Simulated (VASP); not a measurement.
A run of VASP 6.6.1:

The input INCAR:

```
SYSTEM = Si3BTe2
ALGO = Normal
EDIFF = 1E-6
ENCUT = 520
GGA = PE
ISIF = 2
ISMEAR = 0
LASPH = .True.
LCHARG = .False.
LREAL = .False.
LWAVE = .False.
NBANDS = 22
NELM = 100
PREC = Accurate
SIGMA = 0.1
```

KPOINTS

```
k-points
0
Gamma
  12 12 4
  0 0 0
```

File POSCAR:

```
Si3BTe2
1.0
    3.3493062636      0.0000000000      0.0000000000
    0.0000000000      3.3493062636      0.0000000000
    0.0000000000      0.0000000000     10.4045500234
Si B Te
3 1 2
Direct
    0.0000000000      0.0000000000      0.0000000000
    0.5000000000      0.0000000000      0.8342385559
    0.0000000000      0.5000000000      0.1657614441
    0.5000000000      0.5000000000      0.0000000000
    0.5000000000      0.0000000000      0.3248211224
    0.0000000000      0.5000000000      0.6751788776
```

Potentials or basis: VASP PAW PBE potentials, release 64 (Si, B, Te).

The run is started by

```bash
$ cat potpaw_PBE.64/Si/POTCAR potpaw_PBE.64/B/POTCAR potpaw_PBE.64/Te/POTCAR > POTCAR
$ mpirun -np 1 vasp_std > vasp.out
```

Hardware: 1 thread of AMD EPYC 7R13, with other jobs on the host.

Question: How long does it take, and how much memory?

Answer: Wall time 4.9 min on 1 thread of AMD EPYC 7R13 (shared host), peak memory 0.34 GiB. Counts: scf iterations 14, k points 84.
